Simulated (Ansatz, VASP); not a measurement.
# Two plane-wave programs on CuAu

INCAR

```
SYSTEM = CuAu
ALGO = Normal ; EDIFF = 1E-8
ENCUT = 520 ; GGA = PE
ISIF = 2 ; ISMEAR = -1
LASPH = .TRUE. ; LCHARG = .FALSE.
LEFG = .TRUE. ; LREAL = .FALSE.
LWAVE = .FALSE. ; NBANDS = 18
NELM = 80 ; PREC = Accurate
SIGMA = 0.08
```

The input KPOINTS:

```
k-points
0
G
  12 12 9
  0 0 0
```

The input POSCAR:

```
CuAu
1.0
    2.7433273375      0.0000000000      0.0000000000
    0.0000000000      2.7433273375      0.0000000000
    0.0000000000      0.0000000000      3.5957183317
Cu Au
1 1
Direct
    0.5000000000      0.5000000000      0.5000000000
    0.0000000000      0.0000000000      0.0000000000
```

Input for Ansatz:

```yaml
crystal:
  lattice:
    - [2.7433273375, 0.0, 0.0]
    - [0.0, 2.7433273375, 0.0]
    - [0.0, 0.0, 3.5957183317]
  atoms:
    - { symbol: Cu, position: [0.5, 0.5, 0.5] }
    - { symbol: Au, position: [0.0, 0.0, 0.0] }
kpoints:
  mp_grid: { grid: [12, 12, 9] }
scf:
  occupations: { method: fermi_dirac, width: 0.08 }
hamiltonian:
  xc: pbe
  pseudopotentials: { kind: paw }
output:
  forces: true
  stress: true
  eigenvalues: true
  efg: { contact_densities: true }
```

Change from the starting cell: volume scaled by 0.9405, PAW files.

Alike in both runs: task electric field gradients; functional PBE; k mesh 12 × 12 × 9; occupations fermi-dirac, width 0.08 eV; no spin polarisation.

```csv
,VASP,Ansatz
version,VASP 6.6.1,Ansatz 0.2.0
potentials or method,"VASP PAW PBE potentials, release 64 (Cu, Au)","PAW with Ansatz's default frozen-core files, scalar-relativistic"
plane-wave cutoff (eV),520,420
valence electrons in the cell,22,38
```

```tsv
	VASP	Ansatz	Ansatz less VASP
pressure (GPa)	19.3	19.4	+0.08
traceless stress, the component that is largest in VASP (GPa)	-1.11	-1.16	-0.056
size of Vzz on the site where it differs most (V/Å²)	97.9	68.0	-29.84
```

VASP's potentials hold 22 valence electrons a cell and Ansatz's 38, so a difference there can come from the potentials and not from the codes.

Spin-orbit coupling is off throughout.
